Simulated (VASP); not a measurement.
# B2H6 in VASP: notebook

Runs on B2H6. Level: PBE+D3(BJ). Tasks: single point, relaxation of the atoms.

All numbers are computed with VASP 6.6.1; they aren't measurements. Logs are shortened: lines on timing, memory, paths and dates and some standing lists are left out, and cuts for length are marked.

### Step 1. The cell of the first run

The cell holds a molecule in a box, 8 atoms: a = 14.000 Å, b = 14.500 Å, c = 15.000 Å, α = 90.00°, β = 90.00°, γ = 90.00°.

### Step 2. Single point, PBE+D3(BJ)

The input, INCAR:

```
  PREC = Accurate
  ENCUT = 520
  EDIFF = 1E-6
  ISMEAR = 0
  SIGMA = 0.005
  LREAL = F
  LASPH = T
  NELM = 80
  ALGO = Normal
  ISIF = 2
  LWAVE = F
  LCHARG = F
  GGA = PE
  IVDW = 12
  ISYM = 0
  NBANDS = 16
```

The input, KPOINTS:

```
Automatic mesh
0
Gamma
  1 1 1
```

The input, POSCAR:

```
BH3
1.0
   14.0000000000      0.0000000000      0.0000000000
    0.0000000000     14.5000000000      0.0000000000
    0.0000000000      0.0000000000     15.0000000000
B H
2 6
Direct
    0.5629208857      0.4998436003      0.5002091752
    0.4376034900      0.5001765936      0.5001327726
    0.5002207590      0.4997876031      0.5658695429
    0.5003148148      0.5003698797      0.4344723838
    0.6047258491      0.5717440303      0.5005294869
    0.6042642220      0.4276956139      0.4999473847
    0.3962029940      0.5722980450      0.5003939557
    0.3958414575      0.4282507911      0.4998128853
```

Potentials or basis: VASP PAW PBE potentials, release 64 (B, H).

On the command line:

```console
> cat potpaw_PBE.64/B/POTCAR potpaw_PBE.64/H/POTCAR > POTCAR
> mpirun -np 1 vasp_gam > vasp.out
```

OUTCAR:

```text
PREC = Accurate
   ENCUT = 520
   EDIFF = 1E-6
   ISMEAR = 0
   LREAL = F
   LASPH = T
   NELM = 80
   ISIF = 2
   GGA = PE
   IVDW = 12
   ISYM = 0
 IVDW          = 12

 ion  position               nearest neighbor table
   1  0.563  0.500  0.500-   6 1.20   5 1.20   3 1.32   4 1.32   2 1.75
   2  0.438  0.500  0.500-   8 1.20   7 1.20   3 1.32   4 1.32   1 1.75
   3  0.500  0.500  0.566-   1 1.32   2 1.32
   4  0.500  0.500  0.434-   1 1.32   2 1.32
   5  0.605  0.572  0.501-   1 1.20
   6  0.604  0.428  0.500-   1 1.20
   7  0.396  0.572  0.500-   2 1.20
   8  0.396  0.428  0.500-   2 1.20

IMPORTANT INFORMATION: All symmetrisations will be switched off!
NOSYMM: (Re-)initialisation of all symmetry stuff for point group C_1.

----------------------------------------------------------------------------------------

                                     Primitive cell

  volume of cell :    3045.0000

  direct lattice vectors                    reciprocal lattice vectors
    14.000000000  0.000000000  0.000000000     0.071428571  0.000000000  0.000000000
     0.000000000 14.500000000  0.000000000     0.000000000  0.068965517  0.000000000
     0.000000000  0.000000000 15.000000000     0.000000000  0.000000000  0.066666667

  length of vectors
    14.000000000 14.500000000 15.000000000     0.071428571  0.068965517  0.066666667

  position of ions in fractional coordinates (direct lattice)
     0.562920886  0.499843600  0.500209175
     0.437603490  0.500176594  0.500132773
     0.500220759  0.499787603  0.565869543
     0.500314815  0.500369880  0.434472384
     0.604725849  0.571744030  0.500529487
     0.604264222  0.427695614  0.499947385
     0.396202994  0.572298045  0.500393956
     0.395841457  0.428250791  0.499812885

  ion indices of the primitive-cell ions
   primitive index   ion index
                 1           1
                 2           2
                 3           3
                 4           4
                 5           5
                 6           6
                 7           7
                 8           8

----------------------------------------------------------------------------------------

 KPOINTS: Automatic mesh

Automatic generation of k-mesh.
 Grid dimensions read from file:
 generate k-points for:    1    1    1

 Generating k-lattice:

  Cartesian coordinates                     Fractional coordinates (reciprocal lattice)
     0.071428571  0.000000000  0.000000000     1.000000000  0.000000000  0.000000000
     0.000000000  0.068965517  0.000000000     0.000000000  1.000000000  0.000000000
     0.000000000  0.000000000  0.066666667     0.000000000  0.000000000  1.000000000

  Length of vectors
     0.071428571  0.068965517  0.066666667

  Shift w.r.t. Gamma in fractional coordinates (k-lattice)
     0.000000000  0.000000000  0.000000000

 Subroutine IBZKPT returns following result:
 ===========================================

 Found      1 irreducible k-points:

 Following reciprocal coordinates:
            Coordinates               Weight
  0.000000  0.000000  0.000000      1.000000
   k-points           NKPTS =      1   k-points in BZ     NKDIM =      1   number of bands    NBANDS=     16
   number of dos      NEDOS =    301   number of ions     NIONS =      8
   total plane-waves  NPLWV = ******
   dimension x,y,z NGX =   108 NGY =  108 NGZ =  112
   dimension x,y,z NGXF=   216 NGYF=  216 NGZF=  224
   ions per type =               2   6
   NGX,Y,Z   is equivalent  to a cutoff of  12.82, 12.38, 12.41 a.u.
   NGXF,Y,Z  is equivalent  to a cutoff of  25.65, 24.76, 24.83 a.u.
 SYSTEM =  unknown system
   PREC   = accura    normal or accurate (medium, high low for compatibility)
   ISTART =      0    job   : 0-new  1-cont  2-samecut
   ICHARG =      2    charge: 1-file 2-atom 10-const
   ISPIN  =      1    spin polarized calculation?
   LNONCOLLINEAR =      F non collinear calculations
   LSORBIT =      F    spin-orbit coupling
   LASPH  =      T    aspherical Exc in radial PAW
   ENCUT  =  520.0 eV  38.22 Ry    6.18 a.u.  26.03 26.96 27.89*2*pi/ulx,y,z
   NELM   =     80;   NELMIN=  2; NELMDL= -5     # of ELM steps
   EDIFF  = 0.1E-05   stopping-criterion for ELM
   LREAL  =      F    real-space projection
   EDIFFG = 0.1E-04   stopping-criterion for IOM
   NSW    =      0    number of steps for IOM
   IBRION =     -1    ionic relax: 0-MD 1-quasi-New 2-CG
   NFREE  =      0    steps in history (QN), initial steepest desc. (CG)
   ISIF   =      2    stress and relaxation
   ISYM   =      0    0-nonsym 1-usesym 2-fastsym
   POTIM  = 0.5000    time-step for ionic-motion
   TEBEG  =    0.0;   TEEND  =   0.0 temperature during run
   PSTRESS=    0.0 pullay stress
   NELECT =      12.0000    total number of electrons
   NUPDOWN=      -1.0000    fix difference up-down
   EMIN   =  10.00;   EMAX   =-10.00  energy-range for DOS
   EFERMI =   0.00;   METHOD = LEGACY
   ISMEAR =     0;   SIGMA  =   0.01  broadening in eV -4-tet -1-fermi 0-gaus
   EFERMI_NEDOS =   21; number of points for ismear=-14 and -15
   IALGO  =     38    algorithm
   IMIX   =      4    mixing-type and parameters
     AMIX     =   0.40;   BMIX     =  1.00
     AMIX_MAG =   1.60;   BMIX_MAG =  1.00
  volume/ion in A,a.u.               =     380.62      2568.58
  Fermi-wavevector in a.u.,A,eV,Ry     =   0.258587  0.488658  0.909782  0.066867
  Thomas-Fermi vector in A             =   1.084319
   LORBIT       =      0    0 simple, 1 ext, 2 COOP (PROOUT), +10 PAW based schemes
   GGA     = PE    functional components
   LHFCALC =     F    Hartree Fock is set to
   AEXX    =    0.0000 exact exchange contribution
   IVDW    =    12    specifies the selected vdW correction
   LEPSILON=     F    determine dielectric tensor
   LRPA    =     F    only Hartree local field effects (RPA)
 non-spin polarized calculation
 Gauss-broadening in eV      SIGMA  =   0.01
  energy-cutoff  :      520.00
  volume of cell :     3045.00
 maximum number of plane-waves:     40942
 NGX is ok and might be reduce to   108
   NGX = 53   NGY = 53   NGZ = 55

 number of electron      11.9999999 magnetization

 Free energy of the ion-electron system (eV)
  ---------------------------------------------------
  ext. energy  EPLUGINS =         0.00000000
  ---------------------------------------------------
  free energy    TOTEN  =       -33.98346029 eV

  energy without entropy =      -33.98346029  energy(sigma->0) =      -33.98346029

 E-fermi :  -7.6703     XC(G=0):  -0.3697

 val. band max:       -7.7271576692   @ k =   0.0000   0.0000   0.0000
 cond. band min:      -1.9185955389   @ k =   0.0000   0.0000   0.0000
 fundamental gap:      5.8085621304
 Fermi energy:        -7.6703418833

 k-point     1 :       0.0000    0.0000    0.0000
  band No.  band energies     occupation
      1     -16.4778      2.00000
      2     -11.0990      2.00000
      3     -10.5800      2.00000
      4      -9.3162      2.00000
      5      -8.9583      2.00000
      6      -7.7272      2.00000
      7      -1.9186      0.00000
      8      -0.3440      0.00000
      9       0.2611      0.00000
     10       0.3767      0.00000
     11       0.4238      0.00000
     12       0.4255      0.00000
     13       0.4899      0.00000
     14       0.6611      0.00000
     15       0.9178      0.00000
     16       1.1049      0.00000

------------------------ aborting loop because EDIFF is reached ----------------------------------------

 Edisp (eV)   -0.09579

 E8    (eV) :    -0.0269

  FORCE on cell =-STRESS in cart. coord.  units (eV):
  Direction    XX          YY          ZZ          XY          YZ          ZX
  --------------------------------------------------------------------------------------
  -------------------------------------------------------------------------------------
  Total      -0.06263    -0.07667    -0.06592    -0.00017     0.00043    -0.00028
  in kB      -0.03296    -0.04034    -0.03468    -0.00009     0.00022    -0.00015
  external pressure =       -0.04 kB  Pullay stress =        0.00 kB

 VOLUME and BASIS-vectors are now :
 -----------------------------------------------------------------------------
  energy-cutoff  :      520.00
  volume of cell :     3045.00
      direct lattice vectors                 reciprocal lattice vectors
    14.000000000  0.000000000  0.000000000     0.071428571  0.000000000  0.000000000
     0.000000000 14.500000000  0.000000000     0.000000000  0.068965517  0.000000000
     0.000000000  0.000000000 15.000000000     0.000000000  0.000000000  0.066666667

 POSITION                                       TOTAL-FORCE (eV/Angst)
 -----------------------------------------------------------------------------------
      7.88089      7.24773      7.50314         0.000178      0.000733      0.000203
      6.12645      7.25256      7.50199        -0.000280      0.000793     -0.000345
      7.00309      7.24692      8.48804        -0.000970     -0.000694      0.011526
      7.00441      7.25536      6.51709        -0.000665     -0.001011     -0.011452
      8.46616      8.29029      7.50794         0.005498      0.007244      0.000091
      8.45970      6.20159      7.49921         0.004968     -0.007107     -0.000284
      5.54684      8.29832      7.50591        -0.004649      0.006634      0.000337
      5.54178      6.20964      7.49719        -0.004080     -0.006592     -0.000075
 -----------------------------------------------------------------------------------
    total drift:                               -0.000016      0.000011      0.000120

  FREE ENERGIE OF THE ION-ELECTRON SYSTEM (eV)
  ---------------------------------------------------
  free  energy   TOTEN  =       -34.0792506578 eV

  energy  without entropy=      -34.0792506578  energy(sigma->0) =      -34.07925066
```

It took 3.4 min on 1 thread of Intel Xeon Platinum 8375C at 2.90GHz (Ice Lake), shared host; peak memory 1.8 GiB.

What came out:

```
Free energy                     : -34.0793 eV
Largest force                   : 0.012 eV/Å
Gap between the frontier levels : 5.81 eV
Dispersion energy per atom      : -0.012 eV
```

Forces in eV/Å, atoms in the order of the input:
```
B    0.000  0.001  0.000
B    0.000  0.001  0.000
H   -0.001 -0.001  0.012
H   -0.001 -0.001 -0.011
H    0.005  0.007  0.000
H    0.005 -0.007  0.000
H   -0.005  0.007  0.000
H   -0.004 -0.007  0.000
```

Levels at points of the mesh, in eV from the valence-band top:
| k point | band 2 | band 3 | band 4 | band 5 | band 6 | band 7 | band 8 | band 9 | band 10 | band 11 |
| --- | --- | --- | --- | --- | --- | --- | --- | --- | --- | --- |
| (0.00, 0.00, 0.00) | -3.37 | -2.85 | -1.59 | -1.23 | 0.00 | 5.81 | 7.38 | 7.99 | 8.10 | 8.15 |

### Step 3. Relaxation of the atoms, PBE+D3(BJ)

The input, INCAR:

```
SYSTEM = BH3
PREC = Accurate
ENCUT = 520
EDIFF = 1E-6
ISMEAR = 0
SIGMA = 0.005
LREAL = .FALSE.
LASPH = .TRUE.
NELM = 80
ALGO = Normal
ISIF = 2
LWAVE = .FALSE.
LCHARG = .FALSE.
GGA = PE
IVDW = 12
IBRION = 2
NSW = 100
EDIFFG = -0.01
ISYM = 0
```

The input, KPOINTS:

```
regular mesh
0
G
  1 1 1
  0 0 0
```

The input, POSCAR:

```
BH3
1.0
   14.0000000000      0.0000000000      0.0000000000
    0.0000000000     14.5000000000      0.0000000000
    0.0000000000      0.0000000000     15.0000000000
B H
2 6
Direct
    0.5641174622      0.4994365863      0.5002282527
    0.4364765236      0.5004553201      0.4990460081
    0.5013463668      0.4993335170      0.5661263933
    0.4999219510      0.5008668375      0.4338736067
    0.6041554889      0.5713177601      0.5013362135
    0.6036001503      0.4280154333      0.4999951283
    0.3958445111      0.5719845667      0.4998466211
    0.3966320182      0.4287561360      0.5009153634
```

Potentials or basis: VASP PAW PBE potentials, release 64 (B, H).

On the command line:

```console
> cat potpaw_PBE.64/B/POTCAR potpaw_PBE.64/H/POTCAR > POTCAR
> mpirun -np 1 vasp_gam > vasp.out
```

It took 13 min on 1 thread of Intel Xeon Platinum 8375C at 2.90GHz (Ice Lake), shared host; peak memory 1.8 GiB.

It converged, with:

- Free energy: -34.0792 eV
- Energy gained by relaxing: 3.5 meV/atom
- Ionic steps: 14
- Largest force after relaxing: 0.009 eV/Å
- Gap between the frontier levels: 5.81 eV
- Dispersion energy per atom: -0.012 eV

Forces in eV/Å, atoms in the order of the input:
```
B   -0.001 -0.003 -0.006
B    0.005 -0.003  0.000
H    0.001  0.002 -0.002
H   -0.002 -0.003  0.003
H   -0.004  0.003 -0.001
H    0.003 -0.004  0.007
H   -0.004  0.002  0.006
H    0.002  0.007 -0.006
```

Step by step:
```csv
step,energy change (eV),largest force (eV/Å),pressure (GPa)
1,0.0000,0.9044,0.01
2,0.0166,1.3817,-0.01
3,-0.0251,0.1969,-0.01
4,-0.0272,0.1258,0.00
5,-0.0272,0.1138,0.00
6,-0.0275,0.1090,0.00
7,-0.0276,0.0479,0.00
8,-0.0280,0.0417,0.00
9,-0.0281,0.0519,0.00
10,-0.0283,0.0375,0.00
11,-0.0283,0.0332,0.00
12,-0.0283,0.0324,-0.01
13,-0.0283,0.0187,-0.01
14,-0.0283,0.0093,-0.01
```

Final structure:
```
B H
1.0
    14.00000    0.00000    0.00000
     0.00000   14.50000    0.00000
     0.00000    0.00000   15.00000
B H
2 6
Direct
  0.56292 0.49987 0.50024
  0.43757 0.50015 0.50013
  0.50018 0.49988 0.56594
  0.50032 0.50054 0.43444
  0.60493 0.57169 0.50061
  0.60418 0.42766 0.49981
  0.39609 0.57225 0.50023
  0.39591 0.42813 0.49997
```

Levels at points of the mesh, in eV from the valence-band top:
```csv
k point,band 4,band 5,band 6,band 7,band 8,band 9
"(0.00, 0.00, 0.00)",-1.59,-1.23,0.00,5.81,7.38,7.99
```
